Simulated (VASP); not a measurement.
Runs of VASP 6.6.1 on CoF. The structure is that of space group Fm-3m (No. 225), or close to it. The cells are those of the table. 

| task | cell | k mesh | cutoff (eV) | gap on the mesh (eV) | pressure (GPa) | moment (μB) |
| --- | --- | --- | --- | --- | --- | --- |
| relaxation of cell and atoms | relaxed from a = 3.095 Å, angles 60.0°, 2 atoms | 6 × 6 × 6 | 600 | none | -0.5 | 2.21 |
| single point | a = 3.095 Å, angles 60.0°, 2 atoms | 8 × 8 × 8 | 520 | none | (b) | (a) |
| single point | a = 3.232 Å, angles 60.0°, 2 atoms | 20 × 20 × 20 | 520 | none | -0.3 | 2.22 |
| single point | a = 3.228 Å, angles 60.0°, 2 atoms | 6 × 6 × 6 | 520 | none | 0.2 | 2.21 |

Alike in all rows: level PBE; potentials or basis VASP PAW PBE potentials, release 64 (Co, F); spin collinear, ferromagnetic start; smearing gaussian 0.1 eV.

Task: Estimate the missing entries.

Result: (a) 2.23; (b) 15.4.

Caveats: some runs use coarse meshes; a cell with one magnetic atom can't hold antiferromagnetic order, which such compounds often take; semilocal functionals often make such compounds metallic where correlation or magnetic order opens a gap, which also shifts bond lengths; the cell stands under pressure (at least some runs).

A gap of «none» marks levels without a gap at the run's occupations.
